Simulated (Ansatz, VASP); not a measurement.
## BiSbS4: VASP beside Ansatz

```
Sb Bi S
1.0
     3.81721    0.00000    0.00000
    -1.90860    3.30580    0.00000
     0.00000    0.00000   12.99926
Sb Bi S
1 1 4
Direct
  0.00000 0.00000 0.00000
  0.00000 0.00000 0.50000
  0.33333 0.66667 0.88348
  0.33333 0.66667 0.37358
  0.66667 0.33333 0.62642
  0.66667 0.33333 0.11652
```

Change from the starting cell: species swapped into the ZrTaTe4 type (P-3m1, No. 164).

Alike in both runs: functional PBE; k mesh 12 × 12 × 4; occupations gaussian, width 0.1 eV; no spin polarisation.

Ansatz relaxed the structure, and its values are those at the end. VASP's run is a single point on that final structure, the one shown.

|  | VASP | Ansatz |
| --- | --- | --- |
| version | VASP 6.6.1 | Ansatz 0.2.0 |
| potentials or method | VASP PAW PBE potentials, release 64 (Sb, Bi_d, S), cutoff 520 eV | scalar-relativistic, plane waves, PAW |
| valence electrons in the cell | 44 | 54 |

|  | VASP | Ansatz | Ansatz less VASP |
| --- | --- | --- | --- |
| gap on the k mesh at the Fermi level (eV) | none | none | - |
| pressure (GPa) | -0.1 | 0.0 | +0.14 |
| rms of the force components (eV/Å) | 0.007 | 0.000 | -0.0069 |

A gap of «none» marks a metal or a gap that the smearing closes. VASP's potentials hold 44 valence electrons a cell and Ansatz's 54, so a difference there can come from the potentials and not from the codes.

Neither program's run includes spin-orbit coupling.
